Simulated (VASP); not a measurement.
# Ca2Ge3N (P6/mmm) in VASP: a series of runs, part 2 of 2

VASP 6.6.1. Earlier steps stand in the parts before.

## 4. Relaxation of cell and atoms, PBE

The input, INCAR:

```
PREC     = Accurate       # precision mode
ENCUT    = 600            # plane-wave cutoff, eV
EDIFF    = 1E-6           # SCF threshold, eV
ISMEAR   = 0              # smearing method
SIGMA    = 0.1            # smearing width, eV
LREAL    = False          # projectors in reciprocal space
LASPH    = True           # aspherical terms in the spheres
NELM     = 100            # most SCF steps
ALGO     = Normal         # electronic algorithm
ISIF     = 3              # what is computed and relaxed
LWAVE    = False          # write WAVECAR
LCHARG   = False          # write CHGCAR
GGA      = PE             # functional
IBRION   = 2              # ionic algorithm
NSW      = 90             # ionic steps
EDIFFG   = -0.04          # ionic threshold
```

The input, KPOINTS:

```
Automatic mesh
0
Gamma
  6 6 2
```

The input, POSCAR:

```
Ca2Ge3N
1.0
    4.0437377600      0.0000000000      0.0000000000
   -2.0218688800      3.5019796300      0.0000000000
    0.0000000000      0.0000000000      8.7632912400
Ca Ge N
2 3 1
Direct
    0.3333333300      0.6666666700      0.5000000000
    0.6666666700      0.3333333300      0.5000000000
    0.0000000000      0.0000000000      0.3052262900
    0.0000000000      0.0000000000      0.6947737100
    0.0000000000      0.0000000000      0.5000000000
    0.0000000000      0.0000000000      0.0000000000
```

Potentials or basis: VASP PAW PBE potentials, release 64 (Ca_sv, Ge_d, N).

Run with:

```console
$ cat potpaw_PBE.64/Ca_sv/POTCAR potpaw_PBE.64/Ge_d/POTCAR potpaw_PBE.64/N/POTCAR > POTCAR
$ mpirun -np 1 vasp_std > vasp.out
```

OUTCAR:

```text
PREC = Accurate
   ENCUT = 600
   EDIFF = 1E-6
   ISMEAR = 0
   LREAL = False
   LASPH = True
   NELM = 100
   ISIF = 3
   GGA = PE
   IBRION = 2
   NSW = 90
   EDIFFG = -0.04

 ion  position               nearest neighbor table
   1  0.333  0.667  0.500-   5 2.33   2 2.33   2 2.33   5 2.33   5 2.33   2 2.33   4 2.89   3 2.89
                             3 2.89   4 2.89   3 2.89   4 2.89
   2  0.667  0.333  0.500-   1 2.33   5 2.33   1 2.33   5 2.33   5 2.33   1 2.33   4 2.89   3 2.89
                             4 2.89   3 2.89   4 2.89   3 2.89
   3  0.000  0.000  0.305-   5 1.71   2 2.89   1 2.89   2 2.89   1 2.89   2 2.89   1 2.89
   4  0.000  0.000  0.695-   5 1.71   2 2.89   1 2.89   2 2.89   1 2.89   2 2.89   1 2.89
   5  0.000  0.000  0.500-   3 1.71   4 1.71   1 2.33   2 2.33   2 2.33   1 2.33   2 2.33   1 2.33

   6  0.000  0.000  0.000-

  LATTYP: Found a hexagonal cell.
 ALAT       =     4.0437377600
 C/A-ratio  =     2.1671264954

  Lattice vectors:

 A1 = (   4.0437377600,   0.0000000000,   0.0000000000)
 A2 = (  -2.0218688800,   3.5019796300,   0.0000000000)
 A3 = (   0.0000000000,   0.0000000000,   8.7632912400)

Analysis of symmetry for initial positions (statically):
=====================================================================
 Subroutine PRICEL returns:
 Original cell was already a primitive cell.

 Routine SETGRP: Setting up the symmetry group for a
 hexagonal supercell.
[... 146 lines left out ...]
   LRPA    =     F    only Hartree local field effects (RPA)
 conjugate gradient relaxation of ions
 non-spin polarized calculation
 Gauss-broadening in eV      SIGMA  =   0.10
  energy-cutoff  :      600.00
  volume of cell :      124.10
 maximum number of plane-waves:      4161
   NGX = 17   NGY = 17   NGZ = 35

--------------------------------------- Ionic step        1  -------------------------------------------

 number of electron      67.0000019 magnetization

 Free energy of the ion-electron system (eV)
  ---------------------------------------------------
  ext. energy  EPLUGINS =         0.00000000
  ---------------------------------------------------
  free energy    TOTEN  =         3.69457717 eV

  energy without entropy =        3.75412701  energy(sigma->0) =        3.72435209

 E-fermi :   3.0765     XC(G=0):  -9.2117

 val. band max:        3.0572707027   @ k =   0.3333   0.3333   0.5000
 cond. band min:       3.0772754454   @ k =   0.3333   0.1667   0.5000
 fundamental gap:      0.0200047427
 Fermi energy:         3.0765425197
[... 1325 lines left out ...]
     39       1.9126      0.00000
     40       1.9126      0.00000

[... ionic steps 4 to 10 ...]

--------------------------------------- Ionic step       11  -------------------------------------------

 number of electron      67.0000061 magnetization

------------------------ aborting loop because EDIFF is reached ----------------------------------------
[... 75 lines left out ...]
--------------------------------------- Ionic step       13  -------------------------------------------

 number of electron      67.0000058 magnetization

 Free energy of the ion-electron system (eV)
  ---------------------------------------------------
  ext. energy  EPLUGINS =         0.00000000
  ---------------------------------------------------
  free energy    TOTEN  =       -21.58227302 eV

  energy without entropy =      -21.55869298  energy(sigma->0) =      -21.57048300

 E-fermi :   0.4018     XC(G=0):  -6.5332

 val. band max:        0.3664664481   @ k =   0.0000   0.0000   0.0000
 cond. band min:       0.4297619206   @ k =   0.3333  -0.0000   0.5000
 fundamental gap:      0.0632954725
 Fermi energy:         0.4018215351
[... 633 lines left out ...]
  FREE ENERGIE OF THE ION-ELECTRON SYSTEM (eV)
  ---------------------------------------------------
  free  energy   TOTEN  =       -21.5822730245 eV

  energy  without entropy=      -21.5586929834  energy(sigma->0) =      -21.57048300

 reached required accuracy - stopping structural energy minimisation
```

OSZICAR:

```text
N       E                     dE             d eps       ncg     rms          rms(c)
DAV:   1     0.929575347382E+03    0.92958E+03   -0.36400E+04  1368   0.419E+03
DAV:   2     0.170250891015E+03   -0.75932E+03   -0.73741E+03  1128   0.117E+03
DAV:   3     0.115554675023E+02   -0.15870E+03   -0.15529E+03  1296   0.281E+02
DAV:   4    -0.670506773963E+01   -0.18261E+02   -0.18063E+02  1784   0.997E+01
[... 177 lines left out ...]
DAV:   1    -0.215827236217E+02   -0.49273E-03   -0.94216E-03  1368   0.111E+00    0.127E-01
DAV:   2    -0.215823982712E+02    0.32535E-03   -0.14970E-03  1664   0.408E-01    0.685E-02
DAV:   3    -0.215822920664E+02    0.10620E-03   -0.26715E-04  1776   0.134E-01    0.302E-02
DAV:   4    -0.215822731111E+02    0.18955E-04   -0.10281E-04  1824   0.616E-02    0.135E-02
DAV:   5    -0.215822730245E+02    0.86580E-07   -0.64508E-06  1376   0.192E-02
  13 F= -.21582273E+02 E0= -.21570483E+02  d E =-.249462E-01
```

Run time: 8.5 min. Hardware: 1 thread of Intel Xeon 6975P-C (Granite Rapids), shared host; peak memory 0.31 GiB.

What came out:

- Free energy: -21.5823 eV
- Relaxed volume: 43.96 Å³/atom
- Relaxed cell: a = 5.209 Å, b = 5.209 Å, c = 11.225 Å, α = 90.00°, β = 90.00°, γ = 120.00°
- Space group after relaxing (to 0.1 Å): P6/mmm (No. 191)
- Energy gained by relaxing: 4212.8 meV/atom
- Ionic steps: 13
- Pressure after relaxing: 0.0 GPa
- Largest force after relaxing: 0.021 eV/Å
- Band gap on the k mesh: zero (an odd number of electrons rules out a gap without spin polarisation)

Forces in eV/Å, atoms in the order of the input:
```
Ca   0.000  0.000  0.000
Ca   0.000  0.000  0.000
Ge   0.000  0.000  0.021
Ge   0.000  0.000 -0.021
Ge   0.000  0.000  0.000
N    0.000  0.000  0.000
```

Step by step:
| step | energy change (eV) | largest force (eV/Å) | pressure (GPa) | volume (Å³) |
| --- | --- | --- | --- | --- |
| 1 | 0.0000 | 30.5719 | 76.59 | 124.10 |
| 2 | -20.7294 | 4.3783 | -7.78 | 390.39 |
| 3 | -21.1217 | 3.8307 | 1.01 | 222.34 |
| 4 | -21.6813 | 4.0692 | -0.73 | 244.08 |
| 5 | -22.0517 | 4.1915 | -1.94 | 263.49 |
| 6 | -24.9870 | 3.3655 | 2.61 | 253.28 |
| 7 | -25.2482 | 0.1587 | 0.44 | 255.81 |
| 8 | -25.2533 | 0.1612 | 0.64 | 255.54 |
| 9 | -25.2519 | 0.4171 | 0.79 | 255.33 |
| 10 | -25.2760 | 0.1003 | 0.09 | 262.00 |
| 11 | -25.2769 | 0.0305 | -0.03 | 263.54 |
| 12 | -25.2768 | 0.0116 | -0.10 | 263.98 |
| 13 | -25.2769 | 0.0214 | 0.00 | 263.76 |

Final structure:
```
Ca Ge N
1.0
     5.20892    0.00000    0.00000
    -2.60446    4.51106    0.00000
     0.00000    0.00000   11.22493
Ca Ge N
2 3 1
Direct
  0.33333 0.66667 0.50000
  0.66667 0.33333 0.50000
  0.00000 0.00000 0.15637
  0.00000 0.00000 0.84363
  0.00000 0.00000 0.50000
  0.00000 0.00000 0.00000
```

Levels at points of the mesh, in eV from the Fermi level:
| k point | band 29 | band 30 | band 31 | band 32 | band 33 | band 34 | band 35 | band 36 | band 37 | band 38 |
| --- | --- | --- | --- | --- | --- | --- | --- | --- | --- | --- |
| (0.00, 0.00, 0.00) | -3.02 | -3.02 | -1.25 | -1.25 | -0.04 | 0.74 | 0.95 | 0.95 | 1.84 | 1.84 |
| (0.50, 0.00, 0.00) | -3.11 | -3.09 | -2.36 | -0.73 | -0.40 | -0.17 | 0.54 | 0.55 | 0.96 | 1.51 |
| (0.00, 0.00, 0.50) | -3.02 | -3.02 | -1.26 | -1.26 | -0.52 | 0.95 | 1.01 | 1.01 | 1.84 | 1.84 |
| (0.50, 0.00, 0.50) | -3.09 | -2.87 | -2.41 | -0.76 | -0.50 | -0.18 | 0.57 | 0.63 | 0.76 | 1.13 |

Caveat: the volume moved by over 15 % at a fixed basis, so the end points are rough.

## 5. Single point, PBE

This run uses another cell than the first one, of 36.02 Å³/atom.

The input, INCAR:

```
SYSTEM = Ca2Ge3N
ALGO     = Normal         ! electronic algorithm
EDIFF    = 1E-6           ! SCF threshold, eV
ENCUT    = 520            ! plane-wave cutoff, eV
GGA      = PE             ! functional
ISIF     = 2              ! what is computed and relaxed
ISMEAR   = 0              ! smearing method
LASPH    = .TRUE.         ! aspherical terms in the spheres
LCHARG   = .FALSE.        ! write CHGCAR
LREAL    = .FALSE.        ! projectors in reciprocal space
LWAVE    = .FALSE.        ! write WAVECAR
NBANDS   = 42             ! bands
NELM     = 60             ! most SCF steps
PREC     = Accurate       ! precision mode
SIGMA    = 0.1            ! smearing width, eV
```

The input, KPOINTS:

```
k-points
0
G
  12 12 6
  0 0 0
```

The input, POSCAR:

```
Ca2Ge3N
1.0
    5.3954476379      0.0000000000      0.0000000000
   -2.6977238189      4.6725947192      0.0000000000
    0.0000000000      0.0000000000      8.5717513795
Ca Ge N
2 3 1
Direct
    0.3333333333      0.6666666667      0.5000000000
    0.6666666667      0.3333333333      0.5000000000
    0.0000000000      0.0000000000      0.2039794836
    0.0000000000      0.0000000000      0.7960205164
    0.0000000000      0.0000000000      0.5000000000
    0.0000000000      0.0000000000      0.0000000000
```

Potentials or basis: VASP PAW PBE potentials, release 64 (Ca_sv, Ge_d, N).

Run with:

```console
$ cat potpaw_PBE.64/Ca_sv/POTCAR potpaw_PBE.64/Ge_d/POTCAR potpaw_PBE.64/N/POTCAR > POTCAR
$ mpirun -np 1 vasp_std > vasp.out
```

OUTCAR:

```text
SYSTEM = Ca2Ge3N
   EDIFF = 1E-6
   ENCUT = 520
   GGA = PE
   ISIF = 2
   ISMEAR = 0
   LASPH = .TRUE.
   LREAL = .FALSE.
   NELM = 60
   PREC = Accurate

 ion  position               nearest neighbor table
   1  0.333  0.667  0.500-   2 3.12   2 3.12   2 3.12
   2  0.667  0.333  0.500-   1 3.12   1 3.12   1 3.12
   3  0.000  0.000  0.204-   6 1.75   5 2.54
   4  0.000  0.000  0.796-   6 1.75   5 2.54
   5  0.000  0.000  0.500-   3 2.54   4 2.54
   6  0.000  0.000  0.000-   3 1.75   4 1.75

  LATTYP: Found a hexagonal cell.
 ALAT       =     5.3954476379
 C/A-ratio  =     1.5887006889

  Lattice vectors:

 A1 = (   5.3954476379,   0.0000000000,   0.0000000000)
 A2 = (  -2.6977238189,   4.6725947192,   0.0000000000)
 A3 = (   0.0000000000,   0.0000000000,   8.5717513795)

Analysis of symmetry for initial positions (statically):
=====================================================================
 Subroutine PRICEL returns:
 Original cell was already a primitive cell.

 Routine SETGRP: Setting up the symmetry group for a
 hexagonal supercell.

 Subroutine GETGRP returns: Found 24 space group operations
 (whereof 24 operations were pure point group operations)
 out of a pool of 24 trial point group operations.

The static configuration has the point symmetry D_6h.

Analysis of symmetry for dynamics (positions and initial velocities):
=====================================================================
 Subroutine PRICEL returns:
 Original cell was already a primitive cell.

 Routine SETGRP: Setting up the symmetry group for a
 hexagonal supercell.

 Subroutine GETGRP returns: Found 24 space group operations
 (whereof 24 operations were pure point group operations)
 out of a pool of 24 trial point group operations.

The dynamic configuration has the point symmetry D_6h.

 Subroutine INISYM returns: Found 24 space group operations
 (whereof 24 operations are pure point group operations),
 and found     1 'primitive' translations

[... 123 lines left out ...]
  volume/ion in A,a.u.               =      36.02       243.05
  Fermi-wavevector in a.u.,A,eV,Ry     =   1.108021  2.093856 16.704020  1.227711
  Thomas-Fermi vector in A             =   2.244543
   LORBIT       =      0    0 simple, 1 ext, 2 COOP (PROOUT), +10 PAW based schemes
   GGA     = PE    functional components
   LHFCALC =     F    Hartree Fock is set to
   AEXX    =    0.0000 exact exchange contribution
   IVDW    =     0    specifies the selected vdW correction
   LEPSILON=     F    determine dielectric tensor
   LRPA    =     F    only Hartree local field effects (RPA)
 non-spin polarized calculation
 Gauss-broadening in eV      SIGMA  =   0.10
  energy-cutoff  :      520.00
  volume of cell :      216.10
 maximum number of plane-waves:      5848
   NGX = 21   NGY = 21   NGZ = 31

 number of electron      66.9999966 magnetization

 Free energy of the ion-electron system (eV)
  ---------------------------------------------------
  ext. energy  EPLUGINS =         0.00000000
  ---------------------------------------------------
  free energy    TOTEN  =       -22.67724617 eV

  energy without entropy =      -22.64780729  energy(sigma->0) =      -22.66252673

 E-fermi :   1.4718     XC(G=0):  -7.2146

 val. band max:        1.4715602170   @ k =   0.4167   0.0000   0.3333
 cond. band min:       1.4781858706   @ k =   0.5000  -0.0000   0.5000
 fundamental gap:      0.0066256536
 Fermi energy:         1.4717804442

 k-point     1 :       0.0000    0.0000    0.0000
  band No.  band energies     occupation
      1     -40.9098      2.00000
      2     -40.7997      2.00000
      3     -23.5412      2.00000
      4     -23.3694      2.00000
      5     -23.3429      2.00000
      6     -23.3429      2.00000
[... 1069 lines left out ...]
     41       3.8606      0.00000
     42       4.2889      0.00000

 [... further k-points ...]

------------------------ aborting loop because EDIFF is reached ----------------------------------------

  FORCE on cell =-STRESS in cart. coord.  units (eV):
  Direction    XX          YY          ZZ          XY          YZ          ZX
  --------------------------------------------------------------------------------------
  -------------------------------------------------------------------------------------
  Total        0.0010844      0.0010844     -0.4358406      0.0000000     -0.0000000      0.0000000
  in kB        0.0080396      0.0080396     -3.2313431      0.0000000     -0.0000000      0.0000000
  external PRESSURE =      -1.0717547 kB  Pullay stress =       0.0000000 kB

 VOLUME and BASIS-vectors are now :
 -----------------------------------------------------------------------------
  energy-cutoff  :      520.00
  volume of cell :      216.10
      direct lattice vectors                 reciprocal lattice vectors
     5.395447638  0.000000000  0.000000000     0.185341434  0.107006927  0.000000000
    -2.697723819  4.672594719  0.000000000     0.000000000  0.214013853  0.000000000
     0.000000000  0.000000000  8.571751380     0.000000000  0.000000000  0.116662273

 POSITION                                       TOTAL-FORCE (eV/Angst)
 -----------------------------------------------------------------------------------
     -0.00000      3.11506      4.28588         0.000000     -0.000000      0.000000
      2.69772      1.55753      4.28588        -0.000000      0.000000     -0.000000
      0.00000      0.00000      1.74846         0.000000     -0.000000     -0.099584
      0.00000      0.00000      6.82329        -0.000000      0.000000      0.099584
      0.00000      0.00000      4.28588         0.000000      0.000000      0.000000
      0.00000      0.00000      0.00000         0.000000      0.000000      0.000000
 -----------------------------------------------------------------------------------
    total drift:                               -0.000000     -0.000000      0.000000

  FREE ENERGIE OF THE ION-ELECTRON SYSTEM (eV)
  ---------------------------------------------------
  free  energy   TOTEN  =       -22.6772461705 eV

  energy  without entropy=      -22.6478072897  energy(sigma->0) =      -22.66252673
```

OSZICAR:

```text
N       E                     dE             d eps       ncg     rms          rms(c)
DAV:   1     0.725429227405E+03    0.72543E+03   -0.32917E+04  7664   0.275E+03
DAV:   2     0.104585934460E+03   -0.62084E+03   -0.60441E+03  6400   0.808E+02
DAV:   3    -0.143093294638E+02   -0.11890E+03   -0.11699E+03  8568   0.212E+02
DAV:   4    -0.253267533826E+02   -0.11017E+02   -0.10899E+02  9298   0.700E+01
DAV:   5    -0.261584328934E+02   -0.83168E+00   -0.82638E+00  9496   0.153E+01    0.114E+01
DAV:   6    -0.231716147371E+02    0.29868E+01   -0.22479E+01 10562   0.224E+01    0.632E+00
DAV:   7    -0.227450338355E+02    0.42658E+00   -0.38458E+00  9408   0.124E+01    0.316E+00
DAV:   8    -0.226857671768E+02    0.59267E-01   -0.62390E-01  9222   0.507E+00    0.124E+00
DAV:   9    -0.226711474294E+02    0.14620E-01   -0.97276E-02  9428   0.298E+00    0.355E-01
DAV:  10    -0.226749606959E+02   -0.38133E-02   -0.20054E-02  7962   0.130E+00    0.164E-01
DAV:  11    -0.226766449455E+02   -0.16842E-02   -0.34261E-03  8148   0.924E-01    0.631E-02
DAV:  12    -0.226771280305E+02   -0.48309E-03   -0.15176E-03  8832   0.387E-01    0.291E-02
DAV:  13    -0.226772245608E+02   -0.96530E-04   -0.26564E-04  8678   0.107E-01    0.108E-02
DAV:  14    -0.226772444411E+02   -0.19880E-04   -0.44043E-05  8676   0.705E-02    0.641E-03
DAV:  15    -0.226772460666E+02   -0.16256E-05   -0.82254E-06  8592   0.197E-02    0.261E-03
DAV:  16    -0.226772461705E+02   -0.10387E-06   -0.21202E-06  6380   0.313E-02
   1 F= -.22677246E+02 E0= -.22662527E+02  d E =-.294389E-01
```

Run time: 5.6 min. Hardware: 1 thread of Intel Xeon 6975P-C (Granite Rapids), shared host; peak memory 0.73 GiB.

Results:

```yaml
Free_energy: -22.6772 eV
Pressure: -0.1 GPa
Largest_force: 0.100 eV/Å
Band_gap_on_the_k_mesh: zero (an odd number of electrons rules out a gap without spin polarisation)
```

Forces on the atoms (eV/Å):
```
Ca   0.000  0.000  0.000
Ca   0.000  0.000  0.000
Ge   0.000  0.000 -0.100
Ge   0.000  0.000  0.100
Ge   0.000  0.000  0.000
N    0.000  0.000  0.000
```

## 6. The runs side by side

```csv
task,cell,k mesh,cutoff (eV),gap on the mesh (eV),pressure (GPa),largest force (eV/Å)
single point,"a = 4.044, b = 4.044, c = 8.763 Å, angles 90.0, 90.0, 120.0°, 6 atoms, atomic positions A",6 × 6 × 2,520,none,76.6,30.57
single point,"a = 5.409, b = 5.409, c = 8.551 Å, angles 90.0, 90.0, 120.0°, 6 atoms, atomic positions B",6 × 6 × 2,520,none,0.1,0.12
relaxation of cell and atoms,"relaxed from a = 4.044, b = 4.044, c = 8.763 Å, angles 90.0, 90.0, 120.0°, 6 atoms, atomic positions A",6 × 6 × 2,600,none,0.0,0.02
single point,"a = 5.395, b = 5.395, c = 8.572 Å, angles 90.0, 90.0, 120.0°, 6 atoms, atomic positions B",12 × 12 × 6,520,none,-0.1,0.10
```

Alike in all rows: level PBE; potentials or basis VASP PAW PBE potentials, release 64 (Ca_sv, Ge_d, N); no spin polarisation; smearing gaussian 0.1 eV.

Caveats: some runs use coarse meshes; the cell stands under pressure (at least some runs); forces of over 1 eV/Å act on the atoms, so gaps and moduli don't describe the material at rest (at least some runs); the volume moved by over 15 % at a fixed basis, so the end points are rough (at least some runs).

Total energies depend on the potentials used, so only differences within one code and one set of settings carry meaning.
